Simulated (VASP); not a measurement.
# Si3N4 (I-43d) in VASP: relaxation of the atoms with r2SCAN

Aim: the relaxation of the atoms of Si3N4 with r2SCAN.

Program: VASP 6.6.1. These are calculated values, not measurements. Logs are shortened: lines on timing, memory, paths and dates and some standing lists are left out, and cuts for length are marked.

### 1 The cell of the first run

It takes space group I-43d (No. 220, cubic). The conventional cell has a = 6.311 Å, b = 6.311 Å, c = 6.311 Å, α = 90.00°, β = 90.00°, γ = 90.00°. Within 2.3 Å of Si (site symmetry -4) lie 4 N at 1.71 Å. N (site symmetry 3) has 3 Si at 1.71 Å within 2.3 Å.

### 2 Relaxation of the atoms, r2SCAN (8.98 Å³/atom)

Input file POSCAR:

```
Si3N4
1.0
   -3.1554467814      3.1554467814      3.1554467814
    3.1554467814     -3.1554467814      3.1554467814
    3.1554467814      3.1554467814     -3.1554467814
Si N
6 8
Direct
    0.2500000000      0.1250000000      0.8750000000
    0.8750000000      0.2500000000      0.1250000000
    0.7500000000      0.3750000000      0.6250000000
    0.6250000000      0.7500000000      0.3750000000
    0.1250000000      0.8750000000      0.2500000000
    0.3750000000      0.6250000000      0.7500000000
    0.5601030504      0.5601030504      0.5601030504
    0.4398969496      0.5000000000      0.0000000000
    0.5000000000      0.0000000000      0.9398969496
    0.0000000000      0.4398969496      0.5000000000
    0.9398969496      0.5000000000      0.0000000000
    0.0601030504      0.0601030504      0.0601030504
    0.0000000000      0.9398969496      0.5000000000
    0.5000000000      0.0000000000      0.4398969496
```

Input file INCAR.step1:

```
PREC = Accurate
ENCUT = 520
ISMEAR = 0
SIGMA = 0.02
LREAL = False
LASPH = True
NELM = 80
GGA = PE
ALGO = Normal
EDIFF = 1E-4
LWAVE = True
LCHARG = False
KPAR = 4
```

Input file INCAR.step2:

```
PREC = Accurate
ENCUT = 520
EDIFF = 1E-6
ISMEAR = 0
SIGMA = 0.02
LREAL = False
LASPH = True
NELM = 80
ALGO = Normal
ISIF = 2
LWAVE = False
LCHARG = False
METAGGA = R2SCAN
LMIXTAU = True
IBRION = 2
NSW = 50
EDIFFG = -0.01
ISTART = 1
KPAR = 4
```

Input file KPOINTS:

```
Automatic mesh
0
Gamma
  6 6 6
```

Potentials or basis: VASP PAW PBE potentials, release 64 (Si, N).

Run with:

```console
> cat potpaw_PBE.64/Si/POTCAR potpaw_PBE.64/N/POTCAR > POTCAR
> cp INCAR.step1 INCAR
> mpirun -np 4 vasp_std > vasp.out
> cp INCAR.step2 INCAR
> mpirun -np 4 vasp_std > vasp.out
```

OUTCAR:

```text
PREC = Accurate
   ENCUT = 520
   EDIFF = 1E-6
   ISMEAR = 0
   LREAL = False
   LASPH = True
   NELM = 80
   ISIF = 2
   METAGGA = R2SCAN
   IBRION = 2
   NSW = 50
   EDIFFG = -0.01
   ISTART = 1

 ion  position               nearest neighbor table
   1  0.250  0.125  0.875-   8 1.71   9 1.71  12 1.71  13 1.71   6 2.95   2 2.95   4 2.95   2 2.95
                             5 2.95   5 2.95   6 2.95   4 2.95
   2  0.875  0.250  0.125-   9 1.71  10 1.71  11 1.71  12 1.71   6 2.95   1 2.95   3 2.95   5 2.95
                             3 2.95   1 2.95   6 2.95   5 2.95
   3  0.750  0.375  0.625-   7 1.71  10 1.71  11 1.71  14 1.71   5 2.95   2 2.95   4 2.95   6 2.95
                             2 2.95   4 2.95   5 2.95   6 2.95
   4  0.625  0.750  0.375-  13 1.71   8 1.71   7 1.71  14 1.71   6 2.95   1 2.95   3 2.95   3 2.95
                             5 2.95   6 2.95   1 2.95   5 2.95
   5  0.125  0.875  0.250-  11 1.71  12 1.71  13 1.71  14 1.71   4 2.95   3 2.95   1 2.95   1 2.95
                             2 2.95   3 2.95   4 2.95   2 2.95
   6  0.375  0.625  0.750-   7 1.71   8 1.71   9 1.71  10 1.71   4 2.95   2 2.95   4 2.95   1 2.95
                             3 2.95   1 2.95   2 2.95   3 2.95
   7  0.560  0.560  0.560-   3 1.71   4 1.71   6 1.71
   8  0.440  0.500  0.000-   1 1.71   4 1.71   6 1.71
   9  0.500  0.000  0.940-   1 1.71   2 1.71   6 1.71
  10  0.000  0.440  0.500-   2 1.71   3 1.71   6 1.71
  11  0.940  0.500  0.000-   2 1.71   3 1.71   5 1.71
  12  0.060  0.060  0.060-   1 1.71   2 1.71   5 1.71
  13  0.000  0.940  0.500-   4 1.71   1 1.71   5 1.71
  14  0.500  0.000  0.440-   3 1.71   4 1.71   5 1.71

  LATTYP: Found a body centered cubic cell.
 ALAT       =     6.3108935628

  Lattice vectors:

 A1 = (  -3.1554467814,   3.1554467814,   3.1554467814)
 A2 = (   3.1554467814,  -3.1554467814,   3.1554467814)
 A3 = (   3.1554467814,   3.1554467814,  -3.1554467814)

Analysis of symmetry for initial positions (statically):
=====================================================================
 Subroutine PRICEL returns:
 Original cell was already a primitive cell.

 Routine SETGRP: Setting up the symmetry group for a
 body centered cubic supercell.

 Subroutine GETGRP returns: Found 24 space group operations
 (whereof  3 operations were pure point group operations)
 out of a pool of 48 trial point group operations.

The static configuration has the point symmetry C_3 .
 The point group associated with its full space group is T_d .

Analysis of symmetry for dynamics (positions and initial velocities):
=====================================================================
 Subroutine PRICEL returns:
 Original cell was already a primitive cell.

 Routine SETGRP: Setting up the symmetry group for a
 body centered cubic supercell.

 Subroutine GETGRP returns: Found 24 space group operations
 (whereof  3 operations were pure point group operations)
 out of a pool of 48 trial point group operations.

[... 115 lines left out ...]
   NELM   =     80;   NELMIN=  2; NELMDL=  0     # of ELM steps
   EDIFF  = 0.1E-05   stopping-criterion for ELM
   LREAL  =      F    real-space projection
   EDIFFG = -.1E-01   stopping-criterion for IOM
   NSW    =     50    number of steps for IOM
   IBRION =      2    ionic relax: 0-MD 1-quasi-New 2-CG
   NFREE  =      1    steps in history (QN), initial steepest desc. (CG)
   ISIF   =      2    stress and relaxation
   ISYM   =      2    0-nonsym 1-usesym 2-fastsym
   POTIM  = 0.5000    time-step for ionic-motion
   TEBEG  =    0.0;   TEEND  =   0.0 temperature during run
   PSTRESS=    0.0 pullay stress
   NELECT =      64.0000    total number of electrons
   NUPDOWN=      -1.0000    fix difference up-down
   EMIN   =  10.00;   EMAX   =-10.00  energy-range for DOS
   EFERMI =   0.00;   METHOD = LEGACY
   ISMEAR =     0;   SIGMA  =   0.02  broadening in eV -4-tet -1-fermi 0-gaus
   EFERMI_NEDOS =   21; number of points for ismear=-14 and -15
   IALGO  =     38    algorithm
   IMIX   =      4    mixing-type and parameters
     AMIX     =   0.40;   BMIX     =  1.00
     AMIX_MAG =   1.60;   BMIX_MAG =  1.00
  volume/ion in A,a.u.               =       8.98        60.58
  Fermi-wavevector in a.u.,A,eV,Ry     =   1.307336  2.470507 23.254099  1.709128
  Thomas-Fermi vector in A             =   2.438078
   LORBIT       =      0    0 simple, 1 ext, 2 COOP (PROOUT), +10 PAW based schemes
   METAGGA = R2SCAN    functional components
   LHFCALC =     F    Hartree Fock is set to
   AEXX    =    0.0000 exact exchange contribution
   IVDW    =     0    specifies the selected vdW correction
   LEPSILON=     F    determine dielectric tensor
   LRPA    =     F    only Hartree local field effects (RPA)
 conjugate gradient relaxation of ions
 non-spin polarized calculation
 Gauss-broadening in eV      SIGMA  =   0.02
  energy-cutoff  :      520.00
  volume of cell :      125.67
 maximum number of plane-waves:      3398
 NGX is ok and might be reduce to    42
   NGX = 21   NGY = 21   NGZ = 21

--------------------------------------- Ionic step        1  -------------------------------------------

 number of electron      64.0000017 magnetization

 Free energy of the ion-electron system (eV)
  ---------------------------------------------------
  ext. energy  EPLUGINS =         0.00000000
  ---------------------------------------------------
  free energy    TOTEN  =      -142.30114199 eV

  energy without entropy =     -142.30114199  energy(sigma->0) =     -142.30114199

------------------------ aborting loop because EDIFF is reached ----------------------------------------

  FORCE on cell =-STRESS in cart. coord.  units (eV):
  Direction    XX          YY          ZZ          XY          YZ          ZX
  --------------------------------------------------------------------------------------
  -------------------------------------------------------------------------------------
  Total       15.1803987     15.1803987     15.1803987      0.0000000      0.0000000      0.0000000
  in kB      193.5312896    193.5312896    193.5312896      0.0000000      0.0000000      0.0000000
  external PRESSURE =     193.5312896 kB  Pullay stress =       0.0000000 kB
[... 83 lines left out ...]
--------------------------------------- Ionic step        3  -------------------------------------------

 number of electron      64.0000011 magnetization

 Free energy of the ion-electron system (eV)
  ---------------------------------------------------
  ext. energy  EPLUGINS =         0.00000000
  ---------------------------------------------------
  free energy    TOTEN  =      -142.30693478 eV

  energy without entropy =     -142.30693478  energy(sigma->0) =     -142.30693478

 E-fermi :   8.4492     XC(G=0): -12.3076

 val. band max:        8.3601149615   @ k =   0.3333   0.3333   0.0000
 cond. band min:      13.2425861770   @ k =  -0.1667   0.1667   0.1667
 fundamental gap:      4.8824712154
 Fermi energy:         8.4492054767

 k-point     1 :       0.0000    0.0000    0.0000
  band No.  band energies     occupation
      1     -11.3031      2.00000
      2      -8.1250      2.00000
      3      -8.1250      2.00000
      4      -8.1250      2.00000
      5      -7.6305      2.00000
      6      -7.6305      2.00000
[... 718 lines left out ...]
  FREE ENERGIE OF THE ION-ELECTRON SYSTEM (eV)
  ---------------------------------------------------
  free  energy   TOTEN  =      -142.3069347788 eV

  energy  without entropy=     -142.3069347788  energy(sigma->0) =     -142.30693478

 reached required accuracy - stopping structural energy minimisation
```

OUTCAR.step1:

```text
PREC = Accurate
   ENCUT = 520
   ISMEAR = 0
   LREAL = False
   LASPH = True
[... 953 lines left out ...]
     -1.38807      1.38807      4.54352        -0.088915      0.088915      0.088915
      0.18965      0.18965      0.18965        -0.088915     -0.088915     -0.088915
      4.54352     -1.38807      1.38807         0.088915     -0.088915      0.088915
     -0.18965      2.96579      0.18965         0.088915      0.088915     -0.088915
 -----------------------------------------------------------------------------------
    total drift:                               -0.000001     -0.000001     -0.000001

  FREE ENERGIE OF THE ION-ELECTRON SYSTEM (eV)
  ---------------------------------------------------
  free  energy   TOTEN  =      -112.3501657363 eV

  energy  without entropy=     -112.3501657363  energy(sigma->0) =     -112.35016574
```

OSZICAR.step1:

```text
N       E                     dE             d eps       ncg     rms          rms(c)
DAV:   1     0.287664823292E+03    0.28766E+03   -0.32368E+04  1280   0.149E+03
DAV:   2    -0.110137610778E+03   -0.39780E+03   -0.38391E+03  1664   0.306E+02
DAV:   3    -0.129551355025E+03   -0.19414E+02   -0.19308E+02  1536   0.750E+01
DAV:   4    -0.129825363338E+03   -0.27401E+00   -0.27301E+00  1560   0.926E+00
DAV:   5    -0.129831602461E+03   -0.62391E-02   -0.62354E-02  1488   0.128E+00    0.311E+01
DAV:   6    -0.112601608683E+03    0.17230E+02   -0.65461E+01  1496   0.350E+01    0.138E+01
DAV:   7    -0.112399417258E+03    0.20219E+00   -0.34059E+00  1640   0.848E+00    0.664E+00
DAV:   8    -0.112351535267E+03    0.47882E-01   -0.20522E-01  1504   0.232E+00    0.170E+00
DAV:   9    -0.112349229119E+03    0.23061E-02   -0.40308E-02  1520   0.106E+00    0.309E-01
DAV:  10    -0.112350038585E+03   -0.80947E-03   -0.22202E-03  1568   0.236E-01    0.115E-01
DAV:  11    -0.112350162169E+03   -0.12358E-03   -0.24130E-04  1016   0.101E-01    0.387E-02
DAV:  12    -0.112350165736E+03   -0.35673E-05   -0.65642E-05  1000   0.404E-02
   1 F= -.11235017E+03 E0= -.11235017E+03  d E =-.105261E-20
```

It took 4.1 min on 4 MPI ranks of Intel Xeon Platinum 8375C at 2.90GHz (Ice Lake), shared host; peak memory 0.3 GiB.

What came out:

| Property | Result |
| --- | --- |
| Free energy | -142.3069 eV |
| Energy gained by relaxing | 0.4 meV/atom |
| Ionic steps | 3 |
| Pressure after relaxing | 18.8 GPa |
| Band gap on the k mesh | 4.88 eV (least direct gap 5.11 eV) |

Step by step:
| step | energy change (eV) | largest force (eV/Å) | pressure (GPa) |
| --- | --- | --- | --- |
| 1 | 0.0000 | 0.0933 | 19.35 |
| 2 | -0.0029 | 0.0663 | 19.21 |
| 3 | -0.0058 | 0.0001 | 18.84 |

Final structure:
```
CELL_PARAMETERS angstrom
-3.15545 3.15545 3.15545
3.15545 -3.15545 3.15545
3.15545 3.15545 -3.15545
ATOMIC_POSITIONS crystal
Si 0.25000 0.12500 0.87500
Si 0.87500 0.25000 0.12500
Si 0.75000 0.37500 0.62500
Si 0.62500 0.75000 0.37500
Si 0.12500 0.87500 0.25000
Si 0.37500 0.62500 0.75000
N 0.55725 0.55725 0.55725
N 0.44275 0.50000 0.00000
N 0.50000 0.00000 0.94275
N 0.00000 0.44275 0.50000
N 0.94275 0.50000 0.00000
N 0.05725 0.05725 0.05725
N 0.00000 0.94275 0.50000
N 0.50000 0.00000 0.44275
```

Caveat: the PAW data sets were made with another functional, which shifts forces and pressure a little. A k mesh can miss the band edges.
